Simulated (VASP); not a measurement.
# NbAs (P6_3mc) in VASP: notebook, part 2 of 2

VASP 6.6.1.

### 4 Relaxation of cell and atoms, PBEsol

This run uses another cell than the first one, of 19.89 Å³/atom.

Input file INCAR:

```
PREC     = Accurate       # precision mode
ENCUT    = 600            # plane-wave cutoff, eV
EDIFF    = 1E-7           # SCF threshold, eV
ISMEAR   = 0              # smearing method
SIGMA    = 0.1            # smearing width, eV
LREAL    = F              # projectors in reciprocal space
LASPH    = T              # aspherical terms in the spheres
NELM     = 60             # most SCF steps
ALGO     = Normal         # electronic algorithm
ISIF     = 3              # what is computed and relaxed
LWAVE    = F              # write WAVECAR
LCHARG   = F              # write CHGCAR
GGA      = PS             # functional
IBRION   = 2              # ionic algorithm
NSW      = 80             # ionic steps
EDIFFG   = -0.01          # ionic threshold
```

Input file KPOINTS:

```
Automatic mesh
0
Gamma
  12 12 6
```

Input file POSCAR:

```
NbAs
1.0
    3.3137601841      0.0000000000      0.0000000000
   -1.6568800920      2.8698005015      0.0000000000
    0.0000000000      0.0000000000      8.3650886962
Nb As
2 2
Direct
    0.3333333333      0.6666666667      0.0427511216
    0.6666666667      0.3333333333      0.5427511216
    0.3333333333      0.6666666667      0.3422488784
    0.6666666667      0.3333333333      0.8422488784
```

Potentials or basis: VASP PAW PBE potentials, release 64 (Nb_sv, As).

On the command line:

```sh
$ cat potpaw_PBE.64/Nb_sv/POTCAR potpaw_PBE.64/As/POTCAR > POTCAR
$ mpirun -np 1 vasp_std > vasp.out
```

OUTCAR:

```text
PREC = Accurate
   ENCUT = 600
   EDIFF = 1E-7
   ISMEAR = 0
   LREAL = F
   LASPH = T
   NELM = 60
   ISIF = 3
   GGA = PS
   IBRION = 2
   NSW = 80
   EDIFFG = -0.01

 ion  position               nearest neighbor table
   1  0.333  0.667  0.043-   3 2.51   4 2.54   4 2.54   4 2.54
   2  0.667  0.333  0.543-   4 2.51   3 2.54   3 2.54   3 2.54
   3  0.333  0.667  0.342-   1 2.51   2 2.54   2 2.54   2 2.54
   4  0.667  0.333  0.842-   2 2.51   1 2.54   1 2.54   1 2.54

  LATTYP: Found a hexagonal cell.
 ALAT       =     3.3137601841
 C/A-ratio  =     2.5243494494

  Lattice vectors:

 A1 = (   3.3137601841,   0.0000000000,   0.0000000000)
 A2 = (  -1.6568800920,   2.8698005015,   0.0000000000)
 A3 = (   0.0000000000,   0.0000000000,   8.3650886962)

Analysis of symmetry for initial positions (statically):
=====================================================================
 Subroutine PRICEL returns:
 Original cell was already a primitive cell.

 Routine SETGRP: Setting up the symmetry group for a
 hexagonal supercell.

 Subroutine GETGRP returns: Found 12 space group operations
 (whereof  6 operations were pure point group operations)
 out of a pool of 24 trial point group operations.

The static configuration has the point symmetry C_3v.
 The point group associated with its full space group is C_6v.

Analysis of symmetry for dynamics (positions and initial velocities):
=====================================================================
 Subroutine PRICEL returns:
 Original cell was already a primitive cell.

 Routine SETGRP: Setting up the symmetry group for a
 hexagonal supercell.

 Subroutine GETGRP returns: Found 12 space group operations
 (whereof  6 operations were pure point group operations)
 out of a pool of 24 trial point group operations.

The dynamic configuration has the point symmetry C_3v.
 The point group associated with its full space group is C_6v.

 Subroutine INISYM returns: Found 12 space group operations
 (whereof  6 operations are pure point group operations),
 and found     1 'primitive' translations

----------------------------------------------------------------------------------------

                                     Primitive cell

  volume of cell :      79.5506

  direct lattice vectors                    reciprocal lattice vectors
     3.313760184  0.000000000  0.000000000     0.301771988  0.174228139  0.000000000
    -1.656880092  2.869800501  0.000000000     0.000000000  0.348456278  0.000000000
     0.000000000  0.000000000  8.365088696     0.000000000  0.000000000  0.119544459

  length of vectors
     3.313760184  3.313760184  8.365088696     0.348456278  0.348456278  0.119544459

  position of ions in fractional coordinates (direct lattice)
     0.333333333  0.666666667  0.042751122
     0.666666667  0.333333333  0.542751122
     0.333333333  0.666666667  0.342248878
     0.666666667  0.333333333  0.842248878

  ion indices of the primitive-cell ions
   primitive index   ion index
                 1           1
                 2           2
                 3           3
                 4           4

[... 50 lines left out ...]
  0.250000  0.000000  0.166667     12.000000
  0.333333 -0.000000  0.166667     12.000000
 [... further k-points ...]
   k-points           NKPTS =     76   k-points in BZ     NKDIM =     76   number of bands    NBANDS=     22
   number of dos      NEDOS =    301   number of ions     NIONS =      4
   total plane-waves  NPLWV =  54880
   dimension x,y,z NGX =    28 NGY =   28 NGZ =   70
   dimension x,y,z NGXF=    56 NGYF=   56 NGZF=  140
   ions per type =               2   2
   NGX,Y,Z   is equivalent  to a cutoff of  14.05, 14.05, 13.91 a.u.
   NGXF,Y,Z  is equivalent  to a cutoff of  28.09, 28.09, 27.82 a.u.
 SYSTEM =  unknown system
   PREC   = accura    normal or accurate (medium, high low for compatibility)
   ISTART =      0    job   : 0-new  1-cont  2-samecut
   ICHARG =      2    charge: 1-file 2-atom 10-const
   ISPIN  =      1    spin polarized calculation?
   LNONCOLLINEAR =      F non collinear calculations
   LSORBIT =      F    spin-orbit coupling
   LASPH  =      T    aspherical Exc in radial PAW
   ENCUT  =  600.0 eV  44.10 Ry    6.64 a.u.   6.62  6.62 16.71*2*pi/ulx,y,z
   NELM   =     60;   NELMIN=  2; NELMDL= -5     # of ELM steps
   EDIFF  = 0.1E-06   stopping-criterion for ELM
   LREAL  =      F    real-space projection
   EDIFFG = -.1E-01   stopping-criterion for IOM
   NSW    =     80    number of steps for IOM
   IBRION =      2    ionic relax: 0-MD 1-quasi-New 2-CG
   NFREE  =      1    steps in history (QN), initial steepest desc. (CG)
   ISIF   =      3    stress and relaxation
   ISYM   =      2    0-nonsym 1-usesym 2-fastsym
   POTIM  = 0.5000    time-step for ionic-motion
   TEBEG  =    0.0;   TEEND  =   0.0 temperature during run
   PSTRESS=    0.0 pullay stress
   NELECT =      36.0000    total number of electrons
   NUPDOWN=      -1.0000    fix difference up-down
   EMIN   =  10.00;   EMAX   =-10.00  energy-range for DOS
   EFERMI =   0.00;   METHOD = LEGACY
   ISMEAR =     0;   SIGMA  =   0.10  broadening in eV -4-tet -1-fermi 0-gaus
   EFERMI_NEDOS =   21; number of points for ismear=-14 and -15
   IALGO  =     38    algorithm
   IMIX   =      4    mixing-type and parameters
     AMIX     =   0.40;   BMIX     =  1.00
     AMIX_MAG =   1.60;   BMIX_MAG =  1.00
  volume/ion in A,a.u.               =      19.89       134.21
  Fermi-wavevector in a.u.,A,eV,Ry     =   1.256882  2.375163 21.493840  1.579753
  Thomas-Fermi vector in A             =   2.390568
   LORBIT       =      0    0 simple, 1 ext, 2 COOP (PROOUT), +10 PAW based schemes
   GGA     = PS    functional components
   LHFCALC =     F    Hartree Fock is set to
   AEXX    =    0.0000 exact exchange contribution
   IVDW    =     0    specifies the selected vdW correction
   LEPSILON=     F    determine dielectric tensor
   LRPA    =     F    only Hartree local field effects (RPA)
 conjugate gradient relaxation of ions
 non-spin polarized calculation
 Gauss-broadening in eV      SIGMA  =   0.10
  energy-cutoff  :      600.00
  volume of cell :       79.55
 maximum number of plane-waves:      2691
 NGX is ok and might be reduce to    28
   NGX = 13   NGY = 13   NGZ = 33

--------------------------------------- Ionic step        1  -------------------------------------------

 number of electron      36.0000001 magnetization

 Free energy of the ion-electron system (eV)
  ---------------------------------------------------
  ext. energy  EPLUGINS =         0.00000000
  ---------------------------------------------------
  free energy    TOTEN  =       -31.72843348 eV

  energy without entropy =      -31.71592387  energy(sigma->0) =      -31.72217867

------------------------ aborting loop because EDIFF is reached ----------------------------------------

  FORCE on cell =-STRESS in cart. coord.  units (eV):
  Direction    XX          YY          ZZ          XY          YZ          ZX
  --------------------------------------------------------------------------------------
  -------------------------------------------------------------------------------------
  Total        0.0025373      0.0025373      0.4676048      0.0000000     -0.0000000      0.0000000
  in kB        0.0511031      0.0511031      9.4177295      0.0000000     -0.0000000      0.0000000
  external PRESSURE =       3.1733119 kB  Pullay stress =       0.0000000 kB
[... 215 lines left out ...]
--------------------------------------- Ionic step        7  -------------------------------------------

 number of electron      35.9999999 magnetization

 Free energy of the ion-electron system (eV)
  ---------------------------------------------------
  ext. energy  EPLUGINS =         0.00000000
  ---------------------------------------------------
  free energy    TOTEN  =       -31.73062804 eV

  energy without entropy =      -31.71734781  energy(sigma->0) =      -31.72398793

 E-fermi :   7.6347     XC(G=0): -11.2474

 val. band max:        7.6307344210   @ k =   0.2500   0.1667   0.3333
 cond. band min:       7.6424213417   @ k =   0.0833   0.0833   0.1667
 fundamental gap:      0.0116869207
 Fermi energy:         7.6346556822

 k-point     1 :       0.0000    0.0000    0.0000
  band No.  band energies     occupation
      1     -47.0515      2.00000
      2     -47.0509      2.00000
      3     -23.2870      2.00000
      4     -23.2487      2.00000
      5     -22.9595      2.00000
      6     -22.9595      2.00000
[... 589 lines left out ...]
     21       9.5241      0.00000
     22       9.7668      0.00000

 [... further k-points ...]

------------------------ aborting loop because EDIFF is reached ----------------------------------------

  FORCE on cell =-STRESS in cart. coord.  units (eV):
  Direction    XX          YY          ZZ          XY          YZ          ZX
  --------------------------------------------------------------------------------------
  -------------------------------------------------------------------------------------
  Total        0.0046034      0.0046034     -0.0069704      0.0000000      0.0000000     -0.0000000
  in kB        0.0931624      0.0931624     -0.1410665      0.0000000      0.0000000     -0.0000000
  external PRESSURE =       0.0150861 kB  Pullay stress =       0.0000000 kB
[... 19 lines left out ...]
  FREE ENERGIE OF THE ION-ELECTRON SYSTEM (eV)
  ---------------------------------------------------
  free  energy   TOTEN  =       -31.7306280368 eV

  energy  without entropy=      -31.7173478137  energy(sigma->0) =      -31.72398793

 reached required accuracy - stopping structural energy minimisation
```

Wall time 30 min (1 thread of Intel Xeon 8259CL, shared host); peak memory 0.34 GiB.

What came out:

* Free energy: -31.7306 eV
* Relaxed volume: 19.79 Å³/atom
* Relaxed cell: a = 3.293 Å, b = 3.293 Å, c = 8.430 Å, α = 90.00°, β = 90.00°, γ = 120.00°
* Space group after relaxing (to 0.1 Å): P6_3mc (No. 186)
* Energy gained by relaxing: 0.5 meV/atom
* Ionic steps: 7
* Pressure after relaxing: 0.0 GPa
* Band gap on the k mesh: zero (bands 18 and 19 overlap by 0.24 eV)

Step by step:
```
step  energy change (eV)  largest force (eV/Å)  pressure (GPa)  volume (Å³)
   1              0.0000                0.0392            0.32        79.55
   2             -0.0002                0.0098           -0.80        80.00
   3             -0.0008                0.0126           -0.29        79.80
   4             -0.0016                0.0258           -0.18        79.57
   5             -0.0021                0.0450            0.00        79.23
   6             -0.0021                0.0443            0.00        79.11
   7             -0.0022                0.0010            0.00        79.17
```

Final structure:
```yaml
crystal:
  lattice:
    - [3.29301, 0.00000, 0.00000]
    - [-1.64651, 2.85183, 0.00000]
    - [0.00000, 0.00000, 8.42999]
  atoms:
    - { symbol: Nb, position: [0.33333, 0.66667, 0.04342] }
    - { symbol: Nb, position: [0.66667, 0.33333, 0.54342] }
    - { symbol: As, position: [0.33333, 0.66667, 0.34158] }
    - { symbol: As, position: [0.66667, 0.33333, 0.84158] }
```

Levels at points of the mesh, in eV from the Fermi level:
```tsv
k point	band 14	band 15	band 16	band 17	band 18	band 19	band 20	band 21	band 22
(0.00, 0.00, 0.00)	-0.80	-0.80	-0.51	-0.51	-0.43	0.85	0.85	1.48	1.48
(0.50, 0.00, 0.00)	-3.01	-1.72	-1.55	-0.35	-0.26	0.24	1.22	2.38	3.21
(0.00, 0.00, 0.50)	-0.79	-0.66	-0.66	-0.66	-0.66	1.12	1.12	1.12	1.12
(0.50, 0.00, 0.50)	-3.21	-1.28	-1.28	-1.06	-1.06	1.16	1.16	3.17	3.17
```

Caveat: the PAW data sets were made with another functional, which shifts forces and pressure a little.

### 5 Overview

```tsv
task	cell	k mesh	cutoff (eV)	gap on the mesh (eV)	pressure (GPa)	relaxed volume (Å³/atom)	largest force (eV/Å)
single point	a = 3.295, b = 3.295, c = 8.416 Å, angles 90.0, 90.0, 120.0°, 4 atoms, atomic positions A	12 × 12 × 6	520	none	0.2	-	0.02
relaxation of cell and atoms	relaxed from a = 3.477, b = 3.477, c = 6.743 Å, angles 90.0, 90.0, 120.0°, 4 atoms, atomic positions B	6 × 6 × 4	600	none	0.1	19.89	0.01
relaxation of cell and atoms	relaxed from a = 3.314, b = 3.314, c = 8.365 Å, angles 90.0, 90.0, 120.0°, 4 atoms, atomic positions C	12 × 12 × 6	600	none	0.0	19.79	-
```

Alike in all rows: level PBEsol; potentials or basis VASP PAW PBE potentials, release 64 (Nb_sv, As); no spin polarisation; smearing gaussian 0.1 eV.

Caveats: the PAW data sets were made with another functional, which shifts forces and pressure a little; a cell axis changed by over 15 % at a fixed basis, so the end point is rough (at least some runs).

Total energies depend on the potentials used, so only differences within one code and one set of settings carry meaning.

The gap in the log of VASP goes by the Fermi energy; the results here count the filled bands.